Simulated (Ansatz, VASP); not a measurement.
**PbSe: VASP beside Ansatz**

```xyz
2
Lattice="0.0000 3.0671 3.0671 3.0671 0.0000 3.0671 3.0671 3.0671 0.0000" Properties=species:S:1:pos:R:3 pbc="T T T"
Pb    0.0000    0.0000    0.0000
Se    3.0671    3.0671    3.0671
```

Alike in both runs: task single point; functional PBE; dispersion D3(BJ); k mesh 10 × 10 × 10; occupations gaussian, width 0.02 eV; no spin polarisation.

|  | VASP | Ansatz |
| --- | --- | --- |
| version | VASP 6.6.1 | Ansatz 0.2.0 |
| potentials or method | VASP PAW PBE potentials, release 64 (Pb_d, Se), cutoff 500 eV | scalar-relativistic, plane waves, PAW |
| valence electrons in the cell | 20 | 30 |

|  | VASP | Ansatz | Ansatz less VASP |
| --- | --- | --- | --- |
| gap on the k mesh at the Fermi level (eV) | 0.31 | 0.31 | -0.005 |
| least direct gap on the mesh (eV) | 0.31 | 0.31 | -0.005 |
| pressure (GPa) | 0.0 | 0.0 | +0.02 |

VASP's potentials hold 20 valence electrons a cell and Ansatz's 30, so a difference there can come from the potentials and not from the codes.

Neither program's run includes spin-orbit coupling.
